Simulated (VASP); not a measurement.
# La (P6_3/mmc) in VASP: notebook

The runs below take La through relaxation of cell and atoms, with PBE.

Everything below comes from runs of VASP 6.6.1. Logs are shortened: lines on timing, memory, paths and dates and some standing lists are left out, and cuts for length are marked.

## Step 1: The cell of the first run

The structure is hexagonal, space group P6_3/mmc (No. 194). Conventional cell: a = 3.484 Å, b = 3.484 Å, c = 5.759 Å, α = 90.00°, β = 90.00°, γ = 120.00°. Within 4.6 Å of La (site symmetry -6m2) lie 12 La at 3.48 to 3.51 Å.

## Step 2: Relaxation of cell and atoms, PBE, target pressure 7 GPa, at which the enthalpy is minimised

INCAR reads:

```
SYSTEM = La
PREC = Accurate
ENCUT = 600
EDIFF = 1E-6
ISMEAR = -1
SIGMA = 0.1
LREAL = .FALSE.
LASPH = .TRUE.
NELM = 100
ALGO = Normal
ISIF = 3
LWAVE = .FALSE.
LCHARG = .FALSE.
GGA = PE
IBRION = 2
NSW = 32
EDIFFG = -0.005
PSTRESS = 70.0
```

KPOINTS reads:

```
regular mesh
0
G
  13 13 7
  0 0 0
```

POSCAR reads:

```
La
1.0
    3.4839072914      0.0000000000      0.0000000000
   -1.7419536458      3.0171522188      0.0000000000
    0.0000000000      0.0000000000      5.7585736000
La
2
Direct
    0.3333333333      0.6666666667      0.2500000000
    0.6666666667      0.3333333333      0.7500000000
```

Potentials or basis: VASP PAW PBE potentials, release 64 (La).

Launch:

```sh
$ cat potpaw_PBE.64/La/POTCAR > POTCAR
$ mpirun -np 1 vasp_std > vasp.out
```

OUTCAR:

```text
SYSTEM = La
   PREC = Accurate
   ENCUT = 600
   EDIFF = 1E-6
   ISMEAR = -1
   LREAL = .FALSE.
   LASPH = .TRUE.
   NELM = 100
   ISIF = 3
   GGA = PE
   IBRION = 2
   NSW = 32
   EDIFFG = -0.005
   PSTRESS = 70.0

 ion  position               nearest neighbor table
   1  0.333  0.667  0.250-   2 3.51   2 3.51   2 3.51   2 3.51   2 3.51   2 3.51
   2  0.667  0.333  0.750-   1 3.51   1 3.51   1 3.51   1 3.51   1 3.51   1 3.51

  LATTYP: Found a hexagonal cell.
 ALAT       =     3.4839072914
 C/A-ratio  =     1.6529066701

  Lattice vectors:

 A1 = (   3.4839072914,   0.0000000000,   0.0000000000)
 A2 = (  -1.7419536458,   3.0171522188,   0.0000000000)
 A3 = (   0.0000000000,   0.0000000000,   5.7585736000)

Analysis of symmetry for initial positions (statically):
=====================================================================
 Subroutine PRICEL returns:
 Original cell was already a primitive cell.

 Routine SETGRP: Setting up the symmetry group for a
 hexagonal supercell.

 Subroutine GETGRP returns: Found 24 space group operations
 (whereof 12 operations were pure point group operations)
 out of a pool of 24 trial point group operations.

The static configuration has the point symmetry D_3d.
 The point group associated with its full space group is D_6h.

Analysis of symmetry for dynamics (positions and initial velocities):
=====================================================================
 Subroutine PRICEL returns:
 Original cell was already a primitive cell.

 Routine SETGRP: Setting up the symmetry group for a
 hexagonal supercell.

 Subroutine GETGRP returns: Found 24 space group operations
 (whereof 12 operations were pure point group operations)
 out of a pool of 24 trial point group operations.

The dynamic configuration has the point symmetry D_3d.
 The point group associated with its full space group is D_6h.

 Subroutine INISYM returns: Found 24 space group operations
 (whereof 12 operations are pure point group operations),
 and found     1 'primitive' translations

----------------------------------------------------------------------------------------

                                     Primitive cell

[... 591 lines left out ...]

 VOLUME and BASIS-vectors are now :
 -----------------------------------------------------------------------------
  energy-cutoff  :      600.00
  volume of cell :       60.53
      direct lattice vectors                 reciprocal lattice vectors
     3.483907291  0.000000000  0.000000000     0.287034044  0.165719183  0.000000000
    -1.741953646  3.017152219  0.000000000     0.000000000  0.331438366  0.000000000
     0.000000000  0.000000000  5.758573600     0.000000000  0.000000000  0.173654115

 POSITION                                       TOTAL-FORCE (eV/Angst)
 -----------------------------------------------------------------------------------
     -0.00000      2.01143      1.43964        -0.000000      0.000000      0.000000
      1.74195      1.00572      4.31893         0.000000     -0.000000      0.000000
 -----------------------------------------------------------------------------------
    total drift:                               -0.000000      0.000000     -0.000000

  FREE ENERGIE OF THE ION-ELECTRON SYSTEM (eV)
  ---------------------------------------------------
  free  energy   TOTEN  =        -9.4773096049 eV

  energy  without entropy=       -9.3758787487  energy(sigma->0) =       -9.42659418

  enthalpy is  TOTEN    =        -6.8326718686 eV   P V=        2.6446377363

--------------------------------------- Ionic step        2  -------------------------------------------

 number of electron      22.0000000 magnetization

 Free energy of the ion-electron system (eV)
  ---------------------------------------------------
  ext. energy  EPLUGINS =         0.00000000
  ---------------------------------------------------
  free energy    TOTEN  =        -9.48567824 eV

  energy without entropy =       -9.38390763  energy(sigma->0) =       -9.43479294

 E-fermi :   9.9686     XC(G=0): -10.4113

 val. band max:        9.9663856282   @ k =   0.3077   0.0000   0.4286
 cond. band min:       9.9717318328   @ k =   0.2308   0.2308   0.1429
 fundamental gap:      0.0053462046
 Fermi energy:         9.9685859616

 k-point     1 :       0.0000    0.0000    0.0000
  band No.  band energies     occupation
      1     -22.7200      2.00000
      2     -22.3155      2.00000
      3      -7.5566      2.00000
      4      -5.4463      2.00000
      5      -5.4463      2.00000
      6      -5.1995      2.00000
      7      -5.1609      2.00000
      8      -5.1609      2.00000
      9       7.1105      2.00000
     10       8.0425      2.00000
     11      11.0024      0.00006
     12      11.4478      0.00000
     13      11.4478      0.00000
     14      11.7219      0.00000
[... 403 lines left out ...]
      4      -5.8958      2.00000
      5      -5.7050      2.00000
      6      -5.5675      2.00000
      7      -5.3112      2.00000
      8      -5.2423      2.00000
      9       8.0130      2.00000
     10       8.7486      1.99999
     11      10.2503      0.11284
     12      10.7338      0.00095
     13      10.9090      0.00016
     14      11.6288      0.00000
     15      11.7122      0.00000

 [... further k-points ...]
[... 5 lines left out ...]
  --------------------------------------------------------------------------------------
  -------------------------------------------------------------------------------------
  Total        2.6449165      2.6449165      2.6503207     -0.0000000     -0.0000000      0.0000000
  in kB       69.7883893     69.7883893     69.9309823     -0.0000000     -0.0000000      0.0000000
  external PRESSURE =      -0.1640797 kB  Pullay stress =      70.0000000 kB

 VOLUME and BASIS-vectors are now :
 -----------------------------------------------------------------------------
  energy-cutoff  :      600.00
  volume of cell :       60.72
      direct lattice vectors                 reciprocal lattice vectors
     3.486988519 -0.000000000  0.000000000     0.286780411  0.165572747  0.000000000
    -1.743494260  3.019820641 -0.000000000     0.000000000  0.331145495  0.000000000
    -0.000000000 -0.000000000  5.766439128     0.000000000  0.000000000  0.173417247

 POSITION                                       TOTAL-FORCE (eV/Angst)
 -----------------------------------------------------------------------------------
     -0.00000      2.01321      1.44161         0.000000     -0.000000      0.000000
      1.74349      1.00661      4.32483        -0.000000      0.000000      0.000000
 -----------------------------------------------------------------------------------
    total drift:                               -0.000000      0.000000     -0.000000

  FREE ENERGIE OF THE ION-ELECTRON SYSTEM (eV)
  ---------------------------------------------------
  free  energy   TOTEN  =        -9.4856782359 eV

  energy  without entropy=       -9.3839076344  energy(sigma->0) =       -9.43479294

  enthalpy is  TOTEN    =        -6.8327418502 eV   P V=        2.6529363857

 reached required accuracy - stopping structural energy minimisation
```

CONTCAR:

```text
La
   1.00000000000000
     3.4869885194621437   -0.0000000000074682    0.0000000000000000
    -1.7434942598376280    3.0198206405827177   -0.0000000000000000
    -0.0000000000000000   -0.0000000000000000    5.7664391284057226
  La
     2
Direct
     0.3333333332999970    0.6666666667000030    0.2500000000000000
     0.6666666667000030    0.3333333332999970    0.7500000000000000

  0.00000000E+00  0.00000000E+00  0.00000000E+00
  0.00000000E+00  0.00000000E+00  0.00000000E+00
```

It took 4.1 min on 1 thread of Oxide Virtual Turin-like, shared host; peak memory 0.23 GiB.

What came out:

```yaml
Free_energy: -9.4857 eV
Relaxed_volume: 30.36 Å³/atom
Relaxed_cell: a = 3.487 Å, b = 3.487 Å, c = 5.766 Å, α = 90.00°, β = 90.00°, γ = 120.00°
Space_group_after_relaxing_to_0.05_Å: P6_3/mmc (No. 194)
Energy_change_on_relaxing_the_enthalpy_is_what_falls: -4.2 meV/atom
Ionic_steps: 2
Pressure_after_relaxing: 7.0 GPa
Band_gap_on_the_k_mesh: zero (band 11 reaches 11.00 eV, above the bottom of band 12 at 9.41 eV)
```

Step by step:
```
step  energy change (eV)  largest force (eV/Å)  pressure (GPa)  volume (Å³)
   1              0.0000                0.0000            7.11        60.53
   2             -0.0084                0.0000            6.98        60.72
```

Final structure:
```xyz
2
Lattice="3.4870 0.0000 0.0000 -1.7435 3.0198 0.0000 0.0000 0.0000 5.7664" Properties=species:S:1:pos:R:3 pbc="T T T"
La    0.0000    2.0132    1.4416
La    1.7435    1.0066    4.3248
```

Levels at points of the mesh, in eV from the Fermi level:
```tsv
k point	band 8	band 9	band 10	band 11	band 12	band 13	band 14	band 15
(0.00, 0.00, 0.00)	-15.13	-2.86	-1.93	1.03	1.48	1.48	1.75	1.86
```

Caveat: the cell is relaxed towards a set pressure, so the enthalpy falls and the energy may rise; spin-orbit coupling is left out, which moves the levels of the heavy elements.

## Step 3: Relaxation of cell and atoms, PBE, target pressure 7 GPa, at which the enthalpy is minimised

This run uses another cell than the first one, of 30.86 Å³/atom, 1.020 times its volume.

INCAR reads:

```
PREC = Accurate
ENCUT = 600
EDIFF = 1E-6
ISMEAR = -1
SIGMA = 0.1
LREAL = False
LASPH = True
NELM = 80
ALGO = Normal
ISIF = 3
LWAVE = False
LCHARG = False
GGA = PE
IBRION = 2
NSW = 60
EDIFFG = -0.005
PSTRESS = 70.0
```

KPOINTS reads:

```
regular mesh
0
Gamma
  13 13 7
```

POSCAR reads:

```
La
1.0
    3.5303236527      0.0000000000      0.0000000000
   -1.7651618264      3.0573499668      0.0000000000
    0.0000000000      0.0000000000      5.7191243174
La
2
Direct
    0.3333333333      0.6666666667      0.2500000000
    0.6666666667      0.3333333333      0.7500000000
```

Potentials or basis: VASP PAW PBE potentials, release 64 (La).

Launch:

```sh
$ cat potpaw_PBE.64/La/POTCAR > POTCAR
$ mpirun -np 1 vasp_std > vasp.out
```

Run time: 9.9 min. Hardware: 1 thread of Oxide Virtual Turin-like, shared host; peak memory 0.23 GiB.

The run converged. Its results:

| Item | Value |
| --- | --- |
| Free energy | -9.4838 eV |
| Relaxed volume | 30.34 Å³/atom |
| Relaxed cell | a = 3.486 Å, b = 3.486 Å, c = 5.765 Å, α = 90.00°, β = 90.00°, γ = 120.00° |
| Space group after relaxing (to 0.05 Å) | P6_3/mmc (No. 194) |
| Energy change on relaxing (the enthalpy is what falls) | +20.9 meV/atom |
| Ionic steps | 6 |
| Pressure after relaxing | 7.0 GPa |
| Band gap on the k mesh | zero (band 11 reaches 11.01 eV, above the bottom of band 12 at 9.42 eV) |

Step by step:
```csv
step,energy change (eV),largest force (eV/Å),pressure (GPa),volume (Å³)
1,0.0000,0.0000,6.43,61.73
2,0.0392,0.0000,7.02,60.76
3,0.0510,0.0000,7.19,60.48
4,0.0445,0.0000,7.07,60.61
5,0.0425,0.0000,7.03,60.66
6,0.0418,0.0000,7.01,60.67
```

Final structure:
```
La
1.0
     3.48612    0.00000    0.00000
    -1.74306    3.01906    0.00000
     0.00000    0.00000    5.76475
La
2
Direct
  0.33333 0.66667 0.25000
  0.66667 0.33333 0.75000
```

Levels at points of the mesh, in eV from the Fermi level:
| k point | band 8 | band 9 | band 10 | band 11 | band 12 | band 13 | band 14 | band 15 |
| --- | --- | --- | --- | --- | --- | --- | --- | --- |
| (0.00, 0.00, 0.00) | -15.13 | -2.86 | -1.93 | 1.03 | 1.48 | 1.48 | 1.75 | 1.86 |

Caveat: the cell is relaxed towards a set pressure, so the enthalpy falls and the energy may rise; spin-orbit coupling is left out, which moves the levels of the heavy elements.
